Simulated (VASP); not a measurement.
Here is a VASP 6.6.1 calculation.

POSCAR

```
TiO
1.0
    2.6774425168      0.0000000000      0.0000000000
   -1.3387212584      2.3187332368      0.0000000000
    0.0000000000      0.0000000000      2.7195481342
Ti O
1 1
Direct
    0.6666666667      0.3333333333      0.0000000000
    0.0000000000      0.0000000000      0.5000000000
```

The input INCAR.step1:

```
ALGO = Normal ; EDIFF = 1E-4
ENCUT = 520 ; GGA = PE
ISMEAR = 0 ; LASPH = T
LCHARG = F ; LREAL = F
LWAVE = T ; NBANDS = 16
NELM = 100 ; PREC = Accurate
SIGMA = 0.1
```

INCAR.step2

```
ALGO = Normal ; EDIFF = 1E-7
ENCUT = 520 ; ISIF = 2
ISMEAR = 0 ; ISTART = 1
LASPH = T ; LCHARG = F
LMIXTAU = T ; LREAL = F
LWAVE = F ; METAGGA = R2SCAN
NBANDS = 16 ; NELM = 100
PREC = Accurate ; SIGMA = 0.1
```

File KPOINTS:

```
k-points
0
Gamma
  18 18 14
```

Potentials or basis: VASP PAW PBE potentials, release 64 (Ti_sv, O).

Command:

```console
$ cat potpaw_PBE.64/Ti_sv/POTCAR potpaw_PBE.64/O/POTCAR > POTCAR
$ cp INCAR.step1 INCAR
$ mpirun -np 1 vasp_std > vasp.out
$ cp INCAR.step2 INCAR
$ mpirun -np 1 vasp_std > vasp.out
```

Estimate the band gap on the k mesh.

zero (bands 9 and 10 overlap by 0.03 eV).

What does it give for the pressure?

45.4 GPa.

Stress tensor (GPa, compression positive):
```
45.11  0.00  0.00
 0.00 45.11  0.00
 0.00  0.00 45.98
```

Caveat: the cell stands under pressure; the PAW data sets were made with another functional, which shifts forces and pressure a little; semilocal functionals often make such compounds metallic where correlation or magnetic order opens a gap, which also shifts bond lengths.
